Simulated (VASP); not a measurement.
# RhN (F-43m) in VASP: notebook

RhN is run at these levels: LDA+U; tasks: single point.

Everything below comes from runs of VASP 6.6.1. Logs are shortened: lines on timing, memory, paths and dates and some standing lists are left out, and cuts for length are marked.

## 1. The cell of the first run

It takes space group F-43m (No. 216, cubic). The conventional cell has a = 4.862 Å, b = 4.862 Å, c = 4.862 Å, α = 90.00°, β = 90.00°, γ = 90.00°. Within 2.8 Å of Rh (site symmetry -43m) lie 4 N at 2.11 Å. N (site symmetry -43m) has 4 Rh at 2.11 Å within 2.8 Å.

## 2. Single point, LDA+U, collinear spin, ferromagnetic start

The input, INCAR:

```
PREC     = Accurate       # precision mode
ENCUT    = 700            # plane-wave cutoff, eV
EDIFF    = 1E-6           # SCF threshold, eV
ISMEAR   = 0              # smearing method
SIGMA    = 0.05           # smearing width, eV
LREAL    = False          # projectors in reciprocal space
LASPH    = True           # aspherical terms in the spheres
NELM     = 200            # most SCF steps
ALGO     = Normal         # electronic algorithm
ISIF     = 2              # what is computed and relaxed
LWAVE    = False          # write WAVECAR
LCHARG   = True           # write CHGCAR
ISPIN    = 2              # spin polarisation
MAGMOM   = 0.6 0          # initial moments
LORBIT   = 11             # projections on sites
LMAXMIX  = 4              # l up to which the mixer works
LDAU     = True           # DFT+U
LDAUTYPE = 2            
LDAUL    = 2 -1           # shell
LDAUU    = 8 0            # U, eV
LDAUJ    = 0 0          
LDAUPRINT= 1            
LELF     = True           # ELF
LVHAR    = True         
NBANDS   = 22             # bands
GGA_COMPAT= False
```

The input, KPOINTS:

```
Automatic mesh
0
Gamma
  7 7 7
```

The input, POSCAR:

```
RhN
1.0
    0.0000000000      2.4310503900      2.4310503900
    2.4310503900      0.0000000000      2.4310503900
    2.4310503900      2.4310503900      0.0000000000
Rh N
1 1
Direct
    0.0000000000      0.0000000000      0.0000000000
    0.2500000000      0.2500000000      0.2500000000
```

Potentials or basis: VASP PAW LDA potentials, release 64 (Rh_sv_GW, N).

Command:

```bash
$ cat potpaw_LDA.64/Rh_sv_GW/POTCAR potpaw_LDA.64/N/POTCAR > POTCAR
$ mpirun -np 1 vasp_std > vasp.out
```

OUTCAR:

```text
PREC = Accurate
   ENCUT = 700
   EDIFF = 1E-6
   ISMEAR = 0
   LREAL = False
   LASPH = True
   NELM = 200
   ISIF = 2
   ISPIN = 2
   LORBIT = 11

 ion  position               nearest neighbor table
   1  0.000  0.000  0.000-   2 2.11   2 2.11   2 2.11   2 2.11
   2  0.250  0.250  0.250-   1 2.11   1 2.11   1 2.11   1 2.11

  LATTYP: Found a face centered cubic cell.
 ALAT       =     4.8621007800

  Lattice vectors:

 A1 = (   0.0000000000,   2.4310503900,   2.4310503900)
 A2 = (   2.4310503900,   0.0000000000,   2.4310503900)
 A3 = (   2.4310503900,   2.4310503900,   0.0000000000)

Analysis of symmetry for initial positions (statically):
=====================================================================
 Subroutine PRICEL returns:
 Original cell was already a primitive cell.

 Routine SETGRP: Setting up the symmetry group for a
 face centered cubic supercell.

 Subroutine GETGRP returns: Found 24 space group operations
 (whereof 24 operations were pure point group operations)
 out of a pool of 48 trial point group operations.

The static configuration has the point symmetry T_d .

Analysis of symmetry for dynamics (positions and initial velocities):
=====================================================================
 Subroutine PRICEL returns:
 Original cell was already a primitive cell.

 Routine SETGRP: Setting up the symmetry group for a
 face centered cubic supercell.

 Subroutine GETGRP returns: Found 24 space group operations
 (whereof 24 operations were pure point group operations)
 out of a pool of 48 trial point group operations.

The dynamic configuration has the point symmetry T_d .

Analysis of structural, dynamic, and magnetic symmetry:
=====================================================================
 Subroutine PRICEL returns:
 Original cell was already a primitive cell.

 Routine SETGRP: Setting up the symmetry group for a
 face centered cubic supercell.

 Subroutine GETGRP returns: Found 24 space group operations
 (whereof 24 operations were pure point group operations)
 out of a pool of 48 trial point group operations.

The overall configuration has the point symmetry T_d .

 Subroutine INISYM returns: Found 24 space group operations
 (whereof 24 operations are pure point group operations),
 and found     1 'primitive' translations

----------------------------------------------------------------------------------------

                                     Primitive cell

  volume of cell :      28.7350

  direct lattice vectors                    reciprocal lattice vectors
     0.000000000  2.431050390  2.431050390    -0.205672413  0.205672413  0.205672413
     2.431050390  0.000000000  2.431050390     0.205672413 -0.205672413  0.205672413
     2.431050390  2.431050390  0.000000000     0.205672413  0.205672413 -0.205672413

  length of vectors
     3.438024432  3.438024432  3.438024432     0.356235069  0.356235069  0.356235069

  position of ions in fractional coordinates (direct lattice)
     0.000000000  0.000000000  0.000000000
     0.250000000  0.250000000  0.250000000

  ion indices of the primitive-cell ions
   primitive index   ion index
                 1           1
                 2           2

----------------------------------------------------------------------------------------

 KPOINTS: Automatic mesh

Automatic generation of k-mesh.
 Grid dimensions read from file:
 generate k-points for:    7    7    7

 Generating k-lattice:

  Cartesian coordinates                     Fractional coordinates (reciprocal lattice)
[... 65 lines left out ...]
   PSTRESS=    0.0 pullay stress
   NELECT =      22.0000    total number of electrons
   NUPDOWN=      -1.0000    fix difference up-down
   EMIN   =  10.00;   EMAX   =-10.00  energy-range for DOS
   EFERMI =   0.00;   METHOD = LEGACY
   ISMEAR =     0;   SIGMA  =   0.05  broadening in eV -4-tet -1-fermi 0-gaus
   EFERMI_NEDOS =   21; number of points for ismear=-14 and -15
   IALGO  =     38    algorithm
   IMIX   =      4    mixing-type and parameters
     AMIX     =   0.40;   BMIX     =  1.00
     AMIX_MAG =   1.60;   BMIX_MAG =  1.00
  volume/ion in A,a.u.               =      14.37        96.96
  Fermi-wavevector in a.u.,A,eV,Ry     =   1.497655  2.830157 30.517464  2.242970
  Thomas-Fermi vector in A             =   2.609515
   LORBIT       =     11    0 simple, 1 ext, 2 COOP (PROOUT), +10 PAW based schemes
 LDA+U is selected, type is set to LDAUTYPE =  2
   angular momentum for each species LDAUL =     2   -1
   U (eV)           for each species LDAUU =   8.0  0.0
   J (eV)           for each species LDAUJ =   0.0  0.0
   GGA     = CA    functional components
   LHFCALC =     F    Hartree Fock is set to
   AEXX    =    0.0000 exact exchange contribution
   IVDW    =     0    specifies the selected vdW correction
   LEPSILON=     F    determine dielectric tensor
   LRPA    =     F    only Hartree local field effects (RPA)
 spin polarized calculation
 Gauss-broadening in eV      SIGMA  =   0.05
  energy-cutoff  :      700.00
  volume of cell :       28.74
 maximum number of plane-waves:      1243
 NGX is ok and might be reduce to    30
   NGX = 15   NGY = 15   NGZ = 15

atom =   1  type =  1  l = 2

 onsite density matrix

spin component  1

  0.7850 -0.0000 -0.0000  0.0000  0.0000
 -0.0000  0.7850  0.0000 -0.0000 -0.0000
 -0.0000  0.0000  0.8531  0.0000  0.0000
  0.0000 -0.0000  0.0000  0.7850 -0.0000
  0.0000 -0.0000  0.0000 -0.0000  0.8531

spin component  2

  0.2478  0.0000  0.0000  0.0000 -0.0000
  0.0000  0.2478  0.0000 -0.0000  0.0000
  0.0000  0.0000  0.8558 -0.0000 -0.0000
  0.0000 -0.0000 -0.0000  0.2478  0.0000
 -0.0000  0.0000 -0.0000  0.0000  0.8558

 occupancies and eigenvectors

  o =  0.2478  v =  0.0000  0.0000  0.0000  0.0000  0.0000  0.0000 -0.6594 -0.0000 -0.7518  0.0000      0.0000  0.0000  0.0000  0.0000  0.0000  0.0000  0.0000  0.0000  0.0000  0.0000
  o =  0.2478  v =  0.0000  0.0000  0.0000  0.0000  0.0000  0.0000  0.7518  0.0000 -0.6594  0.0000      0.0000  0.0000  0.0000  0.0000  0.0000  0.0000  0.0000  0.0000  0.0000  0.0000
  o =  0.2478  v =  0.0000  0.0000  0.0000  0.0000  0.0000  1.0000  0.0000  0.0000  0.0000  0.0000      0.0000  0.0000  0.0000  0.0000  0.0000  0.0000  0.0000  0.0000  0.0000  0.0000
  o =  0.7850  v =  1.0000  0.0000  0.0000  0.0000  0.0000  0.0000  0.0000  0.0000  0.0000  0.0000      0.0000  0.0000  0.0000  0.0000  0.0000  0.0000  0.0000  0.0000  0.0000  0.0000
  o =  0.7850  v =  0.0000  0.6984  0.0000  0.7158 -0.0000  0.0000  0.0000  0.0000  0.0000  0.0000      0.0000  0.0000  0.0000  0.0000  0.0000  0.0000  0.0000  0.0000  0.0000  0.0000
  o =  0.7850  v =  0.0000 -0.7158 -0.0000  0.6984 -0.0000  0.0000  0.0000  0.0000  0.0000  0.0000      0.0000  0.0000  0.0000  0.0000  0.0000  0.0000  0.0000  0.0000  0.0000  0.0000
  o =  0.8531  v =  0.0000 -0.0000  0.9993  0.0000  0.0373  0.0000  0.0000  0.0000  0.0000  0.0000      0.0000  0.0000  0.0000  0.0000  0.0000  0.0000  0.0000  0.0000  0.0000  0.0000
  o =  0.8531  v =  0.0000  0.0000 -0.0373  0.0000  0.9993  0.0000  0.0000  0.0000  0.0000  0.0000      0.0000  0.0000  0.0000  0.0000  0.0000  0.0000  0.0000  0.0000  0.0000  0.0000
  o =  0.8558  v =  0.0000  0.0000  0.0000  0.0000  0.0000  0.0000 -0.0000 -0.0618  0.0000  0.9981      0.0000  0.0000  0.0000  0.0000  0.0000  0.0000  0.0000  0.0000  0.0000  0.0000
  o =  0.8558  v =  0.0000  0.0000  0.0000  0.0000  0.0000  0.0000 -0.0000  0.9981 -0.0000  0.0618      0.0000  0.0000  0.0000  0.0000  0.0000  0.0000  0.0000  0.0000  0.0000  0.0000

 number of electron      21.9999999 magnetization       1.5109426

 Free energy of the ion-electron system (eV)
  ---------------------------------------------------
  ext. energy  EPLUGINS =         0.00000000
  ---------------------------------------------------
  free energy    TOTEN  =        -7.28689404 eV

  energy without entropy =       -7.28536691  energy(sigma->0) =       -7.28613048

 E-fermi :   5.3255     XC(G=0): -11.7105

 val. band max:        5.2730859986   @ k =   0.4286   0.2857   0.0000
 cond. band min:       5.3439859315   @ k =  -0.4286   0.2857   0.0000
 fundamental gap:      0.0708999328
 Fermi energy:         5.3254796878

 spin component 1

 k-point     1 :       0.0000    0.0000    0.0000
  band No.  band energies     occupation
      1     -73.3027      1.00000
      2     -41.4425      1.00000
      3     -41.4425      1.00000
      4     -41.4425      1.00000
      5      -9.2600      1.00000
      6      -1.5400      1.00000
[... 489 lines left out ...]
     21      26.7213      0.00000
     22      28.9443      0.00000
 Fermi energy:         5.3254796878

 spin component 2

 k-point     1 :       0.0000    0.0000    0.0000
  band No.  band energies     occupation
      1     -72.1163      1.00000
      2     -40.2349      1.00000
      3     -40.2349      1.00000
      4     -40.2349      1.00000
      5      -9.4361      1.00000
      6       0.9947      1.00000
[... 489 lines left out ...]
     21      26.8544      0.00000
     22      29.1845      0.00000

------------------------ aborting loop because EDIFF is reached ----------------------------------------

  FORCE on cell =-STRESS in cart. coord.  units (eV):
  Direction    XX          YY          ZZ          XY          YZ          ZX
  --------------------------------------------------------------------------------------
  -------------------------------------------------------------------------------------
  Total       -3.3649888     -3.3649888     -3.3649888     -0.0000000     -0.0000000      0.0000000
  in kB     -187.6213800   -187.6213800   -187.6213800     -0.0000000     -0.0000000      0.0000000
  external PRESSURE =    -187.6213800 kB  Pullay stress =       0.0000000 kB

 VOLUME and BASIS-vectors are now :
 -----------------------------------------------------------------------------
  energy-cutoff  :      700.00
  volume of cell :       28.74
      direct lattice vectors                 reciprocal lattice vectors
     0.000000000  2.431050390  2.431050390    -0.205672413  0.205672413  0.205672413
     2.431050390  0.000000000  2.431050390     0.205672413 -0.205672413  0.205672413
     2.431050390  2.431050390  0.000000000     0.205672413  0.205672413 -0.205672413

 POSITION                                       TOTAL-FORCE (eV/Angst)
 -----------------------------------------------------------------------------------
      0.00000      0.00000      0.00000        -0.000000     -0.000000     -0.000000
      1.21553      1.21553      1.21553         0.000000      0.000000      0.000000
 -----------------------------------------------------------------------------------
    total drift:                               -0.000000     -0.000000      0.000000

  FREE ENERGIE OF THE ION-ELECTRON SYSTEM (eV)
  ---------------------------------------------------
  free  energy   TOTEN  =        -7.2868940411 eV

  energy  without entropy=       -7.2853669130  energy(sigma->0) =       -7.28613048

 total charge

# of ion       s       p       d       f       tot
--------------------------------------------------
    1        2.166   6.184   6.466   0.025  14.841
    2        1.250   2.258   0.000   0.000   3.508
--------------------------------------------------
tot          3.416   8.441   6.466   0.025  18.349

 magnetization (x)

# of ion       s       p       d       f       tot
--------------------------------------------------
    1        0.014   0.018   1.599   0.000   1.630
    2        0.017  -0.195   0.000   0.000  -0.177
--------------------------------------------------
tot          0.032  -0.177   1.599   0.000   1.453
```

Wall time 44 s (1 thread of Intel Xeon Platinum 8488C (Sapphire Rapids), shared host); peak memory 0.19 GiB.

What came out:

| Item | Value |
| --- | --- |
| Free energy | -7.2869 eV |
| Pressure | -18.8 GPa |
| Net moment | 1.51 μB per cell |
| Site moments | Rh +1.63; N -0.18 μB |
| Valence electrons inside the program's atomic spheres | Rh 14.84; N 3.51 |

Levels at points of the mesh, in eV from the Fermi level:
Spin up:
| k point | band 9 | band 10 | band 11 | band 12 | band 13 | band 14 |
| --- | --- | --- | --- | --- | --- | --- |
| (0.00, 0.00, 0.00) | -4.47 | -4.47 | 1.35 | 2.17 | 2.17 | 2.17 |
Spin down:
```csv
k point,band 8,band 9,band 10,band 11,band 12,band 13
"(0.00, 0.00, 0.00)",-4.33,-3.75,-3.75,1.53,4.52,4.52
```

Eigenvalues of the final occupation matrices:
| site | spin | trace | eigenvalues |
| --- | --- | --- | --- |
| site 1 d | 1 | 4.06 | 0.79 0.79 0.79 0.85 0.85 |
| site 1 d | 2 | 2.46 | 0.25 0.25 0.25 0.86 0.86 |

Caveat: the cell stands under tension. The state reached can hang on the start; a lower one may exist.

## 3. Single point, LDA+U, collinear spin, ferrimagnetic start

The input, INCAR:

```
PREC = Accurate
ENCUT = 700
EDIFF = 1E-6
ISMEAR = 0
SIGMA = 0.05
LREAL = F
LASPH = T
NELM = 200
ALGO = Normal
ISIF = 2
LWAVE = F
LCHARG = F
ISPIN = 2
MAGMOM = 1.54 -0.2
LORBIT = 11
LMAXMIX = 4
LDAU = T
LDAUTYPE = 2
LDAUL = 2 -1
LDAUU = 8 0
LDAUJ = 0 0
LDAUPRINT = 1
NBANDS = 22
GGA_COMPAT = F
```

KPOINTS is that of step 2.

POSCAR is that of step 2.

Potentials or basis: VASP PAW LDA potentials, release 64 (Rh_sv_GW, N).

Command:

```bash
$ cat potpaw_LDA.64/Rh_sv_GW/POTCAR potpaw_LDA.64/N/POTCAR > POTCAR
$ mpirun -np 1 vasp_std > vasp.out
```

Wall time 39 s (1 thread of Intel Xeon 6975P-C (Granite Rapids), shared host); peak memory 0.19 GiB.

It converged, with:

```
Free energy                                           : -7.2869 eV
Pressure                                              : -18.8 GPa
Net moment                                            : 1.51 μB per cell
Site moments                                          : Rh +1.63; N -0.18 μB
Valence electrons inside the program's atomic spheres : Rh 14.84; N 3.51
```

Levels at points of the mesh, in eV from the Fermi level:
Spin up:
```csv
k point,band 8,band 9,band 10,band 11,band 12,band 13,band 14,band 15
"(0.00, 0.00, 0.00)",-6.87,-4.47,-4.47,1.35,2.17,2.17,2.17,13.25
```
Spin down:
| k point | band 7 | band 8 | band 9 | band 10 | band 11 | band 12 | band 13 | band 14 |
| --- | --- | --- | --- | --- | --- | --- | --- | --- |
| (0.00, 0.00, 0.00) | -4.33 | -4.33 | -3.75 | -3.75 | 1.53 | 4.52 | 4.52 | 4.52 |

Eigenvalues of the final occupation matrices:
| site | spin | trace | eigenvalues |
| --- | --- | --- | --- |
| site 1 d | 1 | 4.06 | 0.79 0.79 0.79 0.85 0.85 |
| site 1 d | 2 | 2.46 | 0.25 0.25 0.25 0.86 0.86 |

Caveat: the cell stands under tension.
